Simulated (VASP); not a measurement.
# Ga (Im-3m) in VASP: further runs

Ga is run at these levels: r2SCAN; tasks: single point, relaxation of cell and atoms.

Everything below comes from runs of VASP 6.6.1. Logs are shortened: lines on timing, memory, paths and dates and some standing lists are left out, and cuts for length are marked.

### Step 1. The cell of the first run

It takes space group Im-3m (No. 229, cubic). Conventional cell: a = 3.442 Å, b = 3.442 Å, c = 3.442 Å, α = 90.00°, β = 90.00°, γ = 90.00°. Ga (site symmetry m-3m) has 14 Ga at 2.98 to 3.44 Å within 3.9 Å.

### Step 2. Single point, r2SCAN (volume scaled by 1.12)

The input, POSCAR:

```
Ga
1.0
   -1.7208731548      1.7208731548      1.7208731548
    1.7208731548     -1.7208731548      1.7208731548
    1.7208731548      1.7208731548     -1.7208731548
Ga
1
Direct
    0.0000000000      0.0000000000      0.0000000000
```

The input, INCAR.step1:

```
  PREC = Accurate
  ENCUT = 520
  ISMEAR = -1
  SIGMA = 0.1
  LREAL = False
  LASPH = True
  NELM = 80
  NBANDS = 12
  GGA = PE
  ALGO = Normal
  EDIFF = 1E-4
  LWAVE = True
  LCHARG = False
```

The input, INCAR.step2:

```
  PREC = Accurate
  ENCUT = 520
  EDIFF = 1E-6
  ISMEAR = -1
  SIGMA = 0.1
  LREAL = False
  LASPH = True
  NELM = 80
  ALGO = Normal
  ISIF = 2
  LWAVE = False
  LCHARG = False
  METAGGA = R2SCAN
  LMIXTAU = True
  NBANDS = 12
  ISTART = 1
```

The input, KPOINTS:

```
Automatic mesh
0
Gamma
  15 15 15
```

Potentials or basis: VASP PAW PBE potentials, release 64 (Ga_d).

Started as:

```sh
> cat potpaw_PBE.64/Ga_d/POTCAR > POTCAR
> cp INCAR.step1 INCAR
> mpirun -np 1 vasp_std > vasp.out
> cp INCAR.step2 INCAR
> mpirun -np 1 vasp_std > vasp.out
```

OUTCAR:

```text
PREC = Accurate
   ENCUT = 520
   EDIFF = 1E-6
   ISMEAR = -1
   LREAL = False
   LASPH = True
   NELM = 80
   ISIF = 2
   METAGGA = R2SCAN
   ISTART = 1

 ion  position               nearest neighbor table
   1  0.000  0.000  0.000-

  LATTYP: Found a body centered cubic cell.
 ALAT       =     3.4417463096

  Lattice vectors:

 A1 = (  -1.7208731548,   1.7208731548,   1.7208731548)
 A2 = (   1.7208731548,  -1.7208731548,   1.7208731548)
 A3 = (   1.7208731548,   1.7208731548,  -1.7208731548)

Analysis of symmetry for initial positions (statically):
=====================================================================
 Subroutine PRICEL returns:
 Original cell was already a primitive cell.

 Routine SETGRP: Setting up the symmetry group for a
 body centered cubic supercell.

 Subroutine GETGRP returns: Found 48 space group operations
 (whereof 48 operations were pure point group operations)
 out of a pool of 48 trial point group operations.

The static configuration has the point symmetry O_h .

Analysis of symmetry for dynamics (positions and initial velocities):
=====================================================================
 Subroutine PRICEL returns:
 Original cell was already a primitive cell.

 Routine SETGRP: Setting up the symmetry group for a
 body centered cubic supercell.

 Subroutine GETGRP returns: Found 48 space group operations
 (whereof 48 operations were pure point group operations)
 out of a pool of 48 trial point group operations.

The dynamic configuration has the point symmetry O_h .

 Subroutine INISYM returns: Found 48 space group operations
 (whereof 48 operations are pure point group operations),
 and found     1 'primitive' translations

----------------------------------------------------------------------------------------

                                     Primitive cell

  volume of cell :      20.3848

  direct lattice vectors                    reciprocal lattice vectors
    -1.720873155  1.720873155  1.720873155     0.000000000  0.290550177  0.290550177
     1.720873155 -1.720873155  1.720873155     0.290550177  0.000000000  0.290550177
     1.720873155  1.720873155 -1.720873155     0.290550177  0.290550177  0.000000000

  length of vectors
     2.980639737  2.980639737  2.980639737     0.410900001  0.410900001  0.410900001

  position of ions in fractional coordinates (direct lattice)
     0.000000000  0.000000000  0.000000000

  ion indices of the primitive-cell ions
   primitive index   ion index
                 1           1

----------------------------------------------------------------------------------------

 KPOINTS: Automatic mesh

Automatic generation of k-mesh.
 Grid dimensions read from file:
 generate k-points for:   15   15   15

 Generating k-lattice:

  Cartesian coordinates                     Fractional coordinates (reciprocal lattice)
     0.000000000  0.019370012  0.019370012     0.066666667  0.000000000  0.000000000
     0.019370012  0.000000000  0.019370012     0.000000000  0.066666667  0.000000000
     0.019370012  0.019370012  0.000000000     0.000000000  0.000000000  0.066666667

  Length of vectors
     0.027393333  0.027393333  0.027393333

  Shift w.r.t. Gamma in fractional coordinates (k-lattice)
     0.000000000  0.000000000  0.000000000

 Subroutine IBZKPT returns following result:
 ===========================================

 Found    120 irreducible k-points:

 Following reciprocal coordinates:
            Coordinates               Weight
  0.000000  0.000000  0.000000      1.000000
  0.066667  0.000000  0.000000     12.000000
  0.133333  0.000000  0.000000     12.000000
  0.200000  0.000000  0.000000     12.000000
  0.266667  0.000000  0.000000     12.000000
  0.333333  0.000000  0.000000     12.000000
[... 16 lines left out ...]
  0.333333  0.200000  0.000000     48.000000
  0.400000  0.200000  0.000000     24.000000
 [... further k-points ...]
   k-points           NKPTS =    120   k-points in BZ     NKDIM =    120   number of bands    NBANDS=     12
   number of dos      NEDOS =    301   number of ions     NIONS =      1
   total plane-waves  NPLWV =  13824
   dimension x,y,z NGX =    24 NGY =   24 NGZ =   24
   dimension x,y,z NGXF=    48 NGYF=   48 NGZF=   48
   ions per type =               1
   NGX,Y,Z   is equivalent  to a cutoff of  13.39, 13.39, 13.39 a.u.
   NGXF,Y,Z  is equivalent  to a cutoff of  26.77, 26.77, 26.77 a.u.
 SYSTEM =  unknown system
   PREC   = accura    normal or accurate (medium, high low for compatibility)
   ISTART =      1    job   : 0-new  1-cont  2-samecut
   ICHARG =      0    charge: 1-file 2-atom 10-const
   ISPIN  =      1    spin polarized calculation?
   LNONCOLLINEAR =      F non collinear calculations
   LSORBIT =      F    spin-orbit coupling
   LASPH  =      T    aspherical Exc in radial PAW
   ENCUT  =  520.0 eV  38.22 Ry    6.18 a.u.   5.54  5.54  5.54*2*pi/ulx,y,z
   NELM   =     80;   NELMIN=  2; NELMDL=  0     # of ELM steps
   EDIFF  = 0.1E-05   stopping-criterion for ELM
   LREAL  =      F    real-space projection
   EDIFFG = 0.1E-04   stopping-criterion for IOM
   NSW    =      0    number of steps for IOM
   IBRION =     -1    ionic relax: 0-MD 1-quasi-New 2-CG
   NFREE  =      0    steps in history (QN), initial steepest desc. (CG)
   ISIF   =      2    stress and relaxation
   ISYM   =      2    0-nonsym 1-usesym 2-fastsym
   POTIM  = 0.5000    time-step for ionic-motion
   TEBEG  =    0.0;   TEEND  =   0.0 temperature during run
   PSTRESS=    0.0 pullay stress
   NELECT =      13.0000    total number of electrons
   NUPDOWN=      -1.0000    fix difference up-down
   EMIN   =  10.00;   EMAX   =-10.00  energy-range for DOS
   EFERMI =   0.00;   METHOD = LEGACY
   ISMEAR =    -1;   SIGMA  =   0.10  broadening in eV -4-tet -1-fermi 0-gaus
   EFERMI_NEDOS =   21; number of points for ismear=-14 and -15
   IALGO  =     38    algorithm
   IMIX   =      4    mixing-type and parameters
     AMIX     =   0.40;   BMIX     =  1.00
     AMIX_MAG =   1.60;   BMIX_MAG =  1.00
  volume/ion in A,a.u.               =      20.38       137.56
  Fermi-wavevector in a.u.,A,eV,Ry     =   1.409139  2.662886 27.016708  1.985672
  Thomas-Fermi vector in A             =   2.531225
   LORBIT       =      0    0 simple, 1 ext, 2 COOP (PROOUT), +10 PAW based schemes
   METAGGA = R2SCAN    functional components
   LHFCALC =     F    Hartree Fock is set to
   AEXX    =    0.0000 exact exchange contribution
   IVDW    =     0    specifies the selected vdW correction
   LEPSILON=     F    determine dielectric tensor
   LRPA    =     F    only Hartree local field effects (RPA)
 non-spin polarized calculation
  energy-cutoff  :      520.00
  volume of cell :       20.38
 maximum number of plane-waves:       567
 NGX is ok and might be reduce to    24
   NGX = 11   NGY = 11   NGZ = 11

 number of electron      13.0000010 magnetization

 Free energy of the ion-electron system (eV)
  ---------------------------------------------------
  ext. energy  EPLUGINS =         0.00000000
  ---------------------------------------------------
  free energy    TOTEN  =       -11.23981916 eV

  energy without entropy =      -11.22538857  energy(sigma->0) =      -11.23260386

 E-fermi :   4.7530     XC(G=0): -11.7411

 val. band max:        4.7098032895   @ k =  -0.4000   0.4000   0.2000
 cond. band min:       4.7674824104   @ k =  -0.4000  -0.4000   0.1333
 fundamental gap:      0.0576791209
 Fermi energy:         4.7530478776

 k-point     1 :       0.0000    0.0000    0.0000
  band No.  band energies     occupation
      1     -10.6545      2.00000
      2     -10.6545      2.00000
      3     -10.6545      2.00000
      4     -10.4907      2.00000
      5     -10.4907      2.00000
      6      -6.2863      2.00000
      7      17.0995      0.00000
      8      17.0995      0.00000
      9      17.0997      0.00000
     10      21.8799      0.00000
     11      21.8799      0.00000
     12      21.8799      0.00000

 k-point     2 :       0.0667    0.0000    0.0000
  band No.  band energies     occupation
      1     -10.6576      2.00000
      2     -10.6521      2.00000
      3     -10.6435      2.00000
      4     -10.4938      2.00000
      5     -10.4908      2.00000
      6      -6.1655      2.00000
      7      16.0218      0.00000
      8      16.5390      0.00000
      9      16.9300      0.00000
     10      20.7696      0.00000
     11      20.7918      0.00000
     12      22.3285      0.00000

 k-point     3 :       0.1333    0.0000    0.0000
  band No.  band energies     occupation
      1     -10.6664      2.00000
      2     -10.6471      2.00000
      3     -10.6121      2.00000
      4     -10.5020      2.00000
      5     -10.4910      2.00000
      6      -5.8019      2.00000
      7      13.6633      0.00000
      8      15.4238      0.00000
      9      16.4528      0.00000
     10      19.4955      0.00000
     11      19.5239      0.00000
     12      21.9966      0.00000
[... 286 lines left out ...]
 k-point    23 :       0.3333    0.2000    0.0000
  band No.  band energies     occupation
      1     -10.7042      2.00000
      2     -10.6379      2.00000
      3     -10.5181      2.00000
      4     -10.5035      2.00000
      5     -10.4397      2.00000
      6      -0.3620      2.00000
      7       3.4245      2.00000
      8       7.1619      0.00000
      9      12.3362      0.00000
     10      18.7038      0.00000
     11      21.7215      0.00000
     12      24.1350      0.00000

 k-point    24 :       0.4000    0.2000    0.0000
  band No.  band energies     occupation
      1     -10.7059      2.00000
      2     -10.6386      2.00000
      3     -10.5195      2.00000
      4     -10.4993      2.00000
      5     -10.4358      2.00000
      6       0.8247      2.00000
      7       2.0321      2.00000
      8       7.0166      0.00000
      9      12.2265      0.00000
     10      18.6150      0.00000
     11      22.3912      0.00000
     12      24.2792      0.00000

 [... further k-points ...]

------------------------ aborting loop because EDIFF is reached ----------------------------------------

  FORCE on cell =-STRESS in cart. coord.  units (eV):
  Direction    XX          YY          ZZ          XY          YZ          ZX
  --------------------------------------------------------------------------------------
  -------------------------------------------------------------------------------------
  Total       -0.6225063     -0.6225063     -0.6225063     -0.0000000     -0.0000000      0.0000000
  in kB      -48.9269055    -48.9269055    -48.9269055     -0.0000000     -0.0000000      0.0000000
  external PRESSURE =     -48.9269055 kB  Pullay stress =       0.0000000 kB

 VOLUME and BASIS-vectors are now :
 -----------------------------------------------------------------------------
  energy-cutoff  :      520.00
  volume of cell :       20.38
      direct lattice vectors                 reciprocal lattice vectors
    -1.720873155  1.720873155  1.720873155     0.000000000  0.290550177  0.290550177
     1.720873155 -1.720873155  1.720873155     0.290550177  0.000000000  0.290550177
     1.720873155  1.720873155 -1.720873155     0.290550177  0.290550177  0.000000000

 POSITION                                       TOTAL-FORCE (eV/Angst)
 -----------------------------------------------------------------------------------
      0.00000      0.00000      0.00000         0.000000     -0.000000      0.000000
 -----------------------------------------------------------------------------------
    total drift:                                0.000000      0.000000      0.000000

  FREE ENERGIE OF THE ION-ELECTRON SYSTEM (eV)
  ---------------------------------------------------
  free  energy   TOTEN  =       -11.2398191601 eV

  energy  without entropy=      -11.2253885657  energy(sigma->0) =      -11.23260386
```

Wall time 59 s (1 thread of Intel Xeon Platinum 8259CL at 2.50GHz (Skylake/Cascade Lake), shared host); peak memory 0.16 GiB.

What came out:

* Free energy: -11.2398 eV
* Pressure: -4.9 GPa

Caveat: the PAW data sets were made with another functional, which shifts forces and pressure a little.

(Part 1 of 2 ends here.)
